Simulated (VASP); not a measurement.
# Cs2AgIrF6 (Fm-3m) in VASP: single point with LDA

Aim: the single point of Cs2AgIrF6 with LDA.

All numbers are computed with VASP 6.6.1; they aren't measurements. Logs are shortened: lines on timing, memory, paths and dates and some standing lists are left out, and cuts for length are marked.

**1. The cell of the first run**

The structure is cubic, space group Fm-3m (No. 225). The conventional cell has a = 9.072 Å, b = 9.072 Å, c = 9.072 Å, α = 90.00°, β = 90.00°, γ = 90.00°. Within 4.2 Å of Cs (site symmetry -43m) lie 12 F at 3.21 Å and 4 Ag at 3.93 Å and 4 Ir at 3.93 Å. Ag (site symmetry m-3m) has 6 F at 2.48 Å within 3.3 Å. Ir (site symmetry m-3m) has 6 F at 2.06 Å within 2.7 Å. Within 2.7 Å of F (site symmetry 4mm) lie 1 Ir at 2.06 Å and 1 Ag at 2.48 Å.

**2. Single point, LDA**

File INCAR:

```
PREC = Accurate
ENCUT = 700
EDIFF = 1E-6
ISMEAR = 1
SIGMA = 0.15
LREAL = False
LASPH = True
NELM = 120
ALGO = Normal
ISIF = 2
LWAVE = False
LCHARG = True
LELF = True
LVHAR = True
NBANDS = 51
ISYM = -1
GGA_COMPAT = False
KPAR = 1
```

File KPOINTS:

```
explicit points
32
Reciprocal
  0.12500000   0.12500000   0.12500000 2
  0.12500000   0.12500000   0.37500000 2
  0.12500000   0.12500000   0.62500000 2
  0.12500000   0.12500000   0.87500000 2
  0.12500000   0.37500000   0.12500000 2
  0.12500000   0.37500000   0.37500000 2
  0.12500000   0.37500000   0.62500000 2
  0.12500000   0.37500000   0.87500000 2
  0.12500000   0.62500000   0.12500000 2
  0.12500000   0.62500000   0.37500000 2
  0.12500000   0.62500000   0.62500000 2
  0.12500000   0.62500000   0.87500000 2
  0.12500000   0.87500000   0.12500000 2
  0.12500000   0.87500000   0.37500000 2
  0.12500000   0.87500000   0.62500000 2
  0.12500000   0.87500000   0.87500000 2
  0.37500000   0.12500000   0.12500000 2
  0.37500000   0.12500000   0.37500000 2
  0.37500000   0.12500000   0.62500000 2
  0.37500000   0.12500000   0.87500000 2
  0.37500000   0.37500000   0.12500000 2
  0.37500000   0.37500000   0.37500000 2
  0.37500000   0.37500000   0.62500000 2
  0.37500000   0.37500000   0.87500000 2
  0.37500000   0.62500000   0.12500000 2
  0.37500000   0.62500000   0.37500000 2
  0.37500000   0.62500000   0.62500000 2
  0.37500000   0.62500000   0.87500000 2
  0.37500000   0.87500000   0.12500000 2
  0.37500000   0.87500000   0.37500000 2
  0.37500000   0.87500000   0.62500000 2
  0.37500000   0.87500000   0.87500000 2
```

File POSCAR:

```
Cs2AgIrF6
1.0
    0.0000000000      4.5360400000      4.5360400000
    4.5360400000      0.0000000000      4.5360400000
    4.5360400000      4.5360400000      0.0000000000
Cs Ag Ir F
2 1 1 6
Direct
    0.7500000000      0.7500000000      0.7500000000
    0.2500000000      0.2500000000      0.2500000000
    0.5000000000      0.5000000000      0.5000000000
    0.0000000000      0.0000000000      0.0000000000
    0.7733600000      0.2266400000      0.2266400000
    0.2266400000      0.2266400000      0.7733600000
    0.2266400000      0.7733600000      0.7733600000
    0.2266400000      0.7733600000      0.2266400000
    0.7733600000      0.2266400000      0.7733600000
    0.7733600000      0.7733600000      0.2266400000
```

Potentials or basis: VASP PAW LDA potentials, release 64 (Cs_sv, Ag, Ir, F).

Started as:

```sh
$ cat potpaw_LDA.64/Cs_sv/POTCAR potpaw_LDA.64/Ag/POTCAR potpaw_LDA.64/Ir/POTCAR potpaw_LDA.64/F/POTCAR > POTCAR
$ mpirun -np 4 vasp_std > vasp.out
```

OUTCAR:

```text
PREC = Accurate
   ENCUT = 700
   EDIFF = 1E-6
   ISMEAR = 1
   LREAL = False
   LASPH = True
   NELM = 120
   ISIF = 2
   ISYM = -1

 ion  position               nearest neighbor table
   1  0.750  0.750  0.750-
   2  0.250  0.250  0.250-
   3  0.500  0.500  0.500-   5 2.48   6 2.48   7 2.48   8 2.48   9 2.48  10 2.48
   4  0.000  0.000  0.000-   5 2.06   6 2.06   7 2.06   8 2.06   9 2.06  10 2.06
   5  0.773  0.227  0.227-   4 2.06   3 2.48
   6  0.227  0.227  0.773-   4 2.06   3 2.48
   7  0.227  0.773  0.773-   4 2.06   3 2.48
   8  0.227  0.773  0.227-   4 2.06   3 2.48
   9  0.773  0.227  0.773-   4 2.06   3 2.48
  10  0.773  0.773  0.227-   4 2.06   3 2.48

IMPORTANT INFORMATION: All symmetrisations will be switched off!
NOSYMM: (Re-)initialisation of all symmetry stuff for point group C_1.

----------------------------------------------------------------------------------------

                                     Primitive cell

  volume of cell :     186.6640

  direct lattice vectors                    reciprocal lattice vectors
     0.000000000  4.536040000  4.536040000    -0.110228305  0.110228305  0.110228305
     4.536040000  0.000000000  4.536040000     0.110228305 -0.110228305  0.110228305
     4.536040000  4.536040000  0.000000000     0.110228305  0.110228305 -0.110228305

  length of vectors
     6.414929287  6.414929287  6.414929287     0.190921024  0.190921024  0.190921024

  position of ions in fractional coordinates (direct lattice)
     0.750000000  0.750000000  0.750000000
     0.250000000  0.250000000  0.250000000
     0.500000000  0.500000000  0.500000000
     0.000000000  0.000000000  0.000000000
     0.773360000  0.226640000  0.226640000
     0.226640000  0.226640000  0.773360000
     0.226640000  0.773360000  0.773360000
     0.226640000  0.773360000  0.226640000
     0.773360000  0.226640000  0.773360000
     0.773360000  0.773360000  0.226640000

  ion indices of the primitive-cell ions
   primitive index   ion index
                 1           1
                 2           2
                 3           3
                 4           4
                 5           5
                 6           6
                 7           7
                 8           8
                 9           9
                10          10

----------------------------------------------------------------------------------------

 KPOINTS: explicit points

Read explicit list of k-points.

 Found     32 k-points:

 Following reciprocal coordinates:
            Coordinates               Weight
  0.125000  0.125000  0.125000      0.031250
  0.125000  0.125000  0.375000      0.031250
  0.125000  0.125000  0.625000      0.031250
  0.125000  0.125000  0.875000      0.031250
  0.125000  0.375000  0.125000      0.031250
  0.125000  0.375000  0.375000      0.031250
[... 16 lines left out ...]
  0.375000  0.375000  0.625000      0.031250
  0.375000  0.375000  0.875000      0.031250
 [... further k-points ...]
   k-points           NKPTS =     32   k-points in BZ     NKDIM =     32   number of bands    NBANDS=     52
   number of dos      NEDOS =    301   number of ions     NIONS =     10
   total plane-waves  NPLWV = 175616
   dimension x,y,z NGX =    56 NGY =   56 NGZ =   56
   dimension x,y,z NGXF=   112 NGYF=  112 NGZF=  112
   ions per type =               2   1   1   6
   NGX,Y,Z   is equivalent  to a cutoff of  14.51, 14.51, 14.51 a.u.
   NGXF,Y,Z  is equivalent  to a cutoff of  29.03, 29.03, 29.03 a.u.
 SYSTEM =  unknown system
   PREC   = accura    normal or accurate (medium, high low for compatibility)
   ISTART =      0    job   : 0-new  1-cont  2-samecut
   ICHARG =      2    charge: 1-file 2-atom 10-const
   ISPIN  =      1    spin polarized calculation?
   LNONCOLLINEAR =      F non collinear calculations
   LSORBIT =      F    spin-orbit coupling
   LASPH  =      T    aspherical Exc in radial PAW
   ENCUT  =  700.0 eV  51.45 Ry    7.17 a.u.  13.84 13.84 13.84*2*pi/ulx,y,z
   NELM   =    120;   NELMIN=  2; NELMDL= -5     # of ELM steps
   EDIFF  = 0.1E-05   stopping-criterion for ELM
   LREAL  =      F    real-space projection
   EDIFFG = 0.1E-04   stopping-criterion for IOM
   NSW    =      0    number of steps for IOM
   IBRION =     -1    ionic relax: 0-MD 1-quasi-New 2-CG
   NFREE  =      0    steps in history (QN), initial steepest desc. (CG)
   ISIF   =      2    stress and relaxation
   ISYM   =     -1    0-nonsym 1-usesym 2-fastsym
   POTIM  = 0.5000    time-step for ionic-motion
   TEBEG  =    0.0;   TEEND  =   0.0 temperature during run
   PSTRESS=    0.0 pullay stress
   NELECT =      80.0000    total number of electrons
   NUPDOWN=      -1.0000    fix difference up-down
   EMIN   =  10.00;   EMAX   =-10.00  energy-range for DOS
   EFERMI =   0.00;   METHOD = LEGACY
   ISMEAR =     1;   SIGMA  =   0.15  broadening in eV -4-tet -1-fermi 0-gaus
   EFERMI_NEDOS =   21; number of points for ismear=-14 and -15
   IALGO  =     38    algorithm
   IMIX   =      4    mixing-type and parameters
     AMIX     =   0.40;   BMIX     =  1.00
     AMIX_MAG =   1.60;   BMIX_MAG =  1.00
  volume/ion in A,a.u.               =      18.67       125.97
  Fermi-wavevector in a.u.,A,eV,Ry     =   1.234292  2.332474 20.728163  1.523477
  Thomas-Fermi vector in A             =   2.368988
   LORBIT       =      0    0 simple, 1 ext, 2 COOP (PROOUT), +10 PAW based schemes
   GGA     = CA    functional components
   LHFCALC =     F    Hartree Fock is set to
   AEXX    =    0.0000 exact exchange contribution
   IVDW    =     0    specifies the selected vdW correction
   LEPSILON=     F    determine dielectric tensor
   LRPA    =     F    only Hartree local field effects (RPA)
 non-spin polarized calculation
 Methfessel and Paxton  Order N= 1 SIGMA  =   0.15
  energy-cutoff  :      700.00
  volume of cell :      186.66
 maximum number of plane-waves:      7867
 NGX is ok and might be reduce to    56
   NGX = 27   NGY = 27   NGZ = 27

 number of electron      79.9999972 magnetization

 Free energy of the ion-electron system (eV)
  ---------------------------------------------------
  ext. energy  EPLUGINS =         0.00000000
  ---------------------------------------------------
  free energy    TOTEN  =       -48.77443346 eV

  energy without entropy =      -48.80222705  energy(sigma->0) =      -48.78369799

 E-fermi :   1.6210     XC(G=0):  -9.8528

 val. band max:        1.5278672370   @ k =   0.3750   0.8750   0.3750
 cond. band min:       2.5722782567   @ k =   0.1250   0.6250   0.6250
 fundamental gap:      1.0444110197
 Fermi energy:         1.6210267052

 k-point     1 :       0.1250    0.1250    0.1250
  band No.  band energies     occupation
      1     -21.2964      2.00000
      2     -20.9478      2.00000
      3     -20.9478      2.00000
      4     -20.8725      2.00000
      5     -20.8635      2.00000
      6     -20.8635      2.00000
[... 44 lines left out ...]
     51       9.5815      0.00000
     52       9.5815      0.00000

 k-point     2 :       0.1250    0.1250    0.3750
  band No.  band energies     occupation
      1     -21.2554      2.00000
      2     -20.9548      2.00000
      3     -20.9542      2.00000
      4     -20.8972      2.00000
      5     -20.8658      2.00000
      6     -20.8575      2.00000
[... 44 lines left out ...]
     51       9.1731      0.00000
     52       9.2303      0.00000

 k-point     3 :       0.1250    0.1250    0.6250
  band No.  band energies     occupation
      1     -21.2274      2.00000
      2     -20.9650      2.00000
      3     -20.9538      2.00000
      4     -20.9160      2.00000
      5     -20.8605      2.00000
      6     -20.8585      2.00000
[... 44 lines left out ...]
     51       8.8820      0.00000
     52       9.2437      0.00000
[... 1046 lines left out ...]
 k-point    23 :       0.3750    0.3750    0.6250
  band No.  band energies     occupation
      1     -21.2191      2.00000
      2     -20.9762      2.00000
      3     -20.9536      2.00000
      4     -20.8979      2.00000
      5     -20.8734      2.00000
      6     -20.8589      2.00000
[... 44 lines left out ...]
     51       9.0568      0.00000
     52       9.4763      0.00000

 k-point    24 :       0.3750    0.3750    0.8750
  band No.  band energies     occupation
      1     -21.2163      2.00000
      2     -20.9866      2.00000
      3     -20.9460      2.00000
      4     -20.8894      2.00000
      5     -20.8718      2.00000
      6     -20.8671      2.00000
[... 44 lines left out ...]
     51       9.2413      0.00000
     52       9.6276      0.00000

 [... further k-points ...]

------------------------ aborting loop because EDIFF is reached ----------------------------------------

  FORCE on cell =-STRESS in cart. coord.  units (eV):
  Direction    XX          YY          ZZ          XY          YZ          ZX
  --------------------------------------------------------------------------------------
  -------------------------------------------------------------------------------------
  Total       -8.5323508     -8.5322312     -8.5319864     -0.0005348     -0.0005540     -0.0005304
  in kB      -73.2349958    -73.2339699    -73.2318681     -0.0045904     -0.0047548     -0.0045529
  external PRESSURE =     -73.2336113 kB  Pullay stress =       0.0000000 kB

 VOLUME and BASIS-vectors are now :
 -----------------------------------------------------------------------------
  energy-cutoff  :      700.00
  volume of cell :      186.66
      direct lattice vectors                 reciprocal lattice vectors
     0.000000000  4.536040000  4.536040000    -0.110228305  0.110228305  0.110228305
     4.536040000  0.000000000  4.536040000     0.110228305 -0.110228305  0.110228305
     4.536040000  4.536040000  0.000000000     0.110228305  0.110228305 -0.110228305

 POSITION                                       TOTAL-FORCE (eV/Angst)
 -----------------------------------------------------------------------------------
      6.80406      6.80406      6.80406         0.000009      0.000007      0.000003
      2.26802      2.26802      2.26802        -0.000004     -0.000006     -0.000007
      4.53604      4.53604      4.53604         0.000007      0.000001     -0.000001
      0.00000      0.00000      0.00000         0.000073     -0.000004     -0.000007
      2.05610      4.53604      4.53604        -0.329269      0.000012      0.000013
      4.53604      4.53604      2.05610         0.000017      0.000011     -0.328977
      7.01598      4.53604      4.53604         0.329161     -0.000013     -0.000017
      4.53604      2.05610      4.53604         0.000022     -0.329229      0.000010
      4.53604      7.01598      4.53604        -0.000005      0.329231     -0.000012
      4.53604      4.53604      7.01598        -0.000012     -0.000011      0.328994
 -----------------------------------------------------------------------------------
    total drift:                                0.000007     -0.000010      0.000014

  FREE ENERGIE OF THE ION-ELECTRON SYSTEM (eV)
  ---------------------------------------------------
  free  energy   TOTEN  =       -48.7744334556 eV

  energy  without entropy=      -48.8022270452  energy(sigma->0) =      -48.78369799
```

Run time: 3.5 min. Hardware: 4 MPI ranks of Intel Xeon Platinum 8259CL at 2.50GHz (Skylake/Cascade Lake), shared host; peak memory 0.35 GiB.

Results:

```
Free energy            : -48.7744 eV
Pressure               : -7.3 GPa
Largest force          : 0.329 eV/Å
Band gap on the k mesh : 1.04 eV
```

Forces in eV/Å, atoms in the order of the input:
```
Cs   0.000  0.000  0.000
Cs   0.000  0.000  0.000
Ag   0.000  0.000  0.000
Ir   0.000  0.000  0.000
F   -0.329  0.000  0.000
F    0.000  0.000 -0.329
F    0.329  0.000  0.000
F    0.000 -0.329  0.000
F    0.000  0.329  0.000
F    0.000  0.000  0.329
```

Caveat: the cell stands under tension; spin-orbit coupling is left out, which moves the levels of the heavy elements; a shifted mesh leaves out Γ, where band edges can lie. A k mesh can miss the band edges.
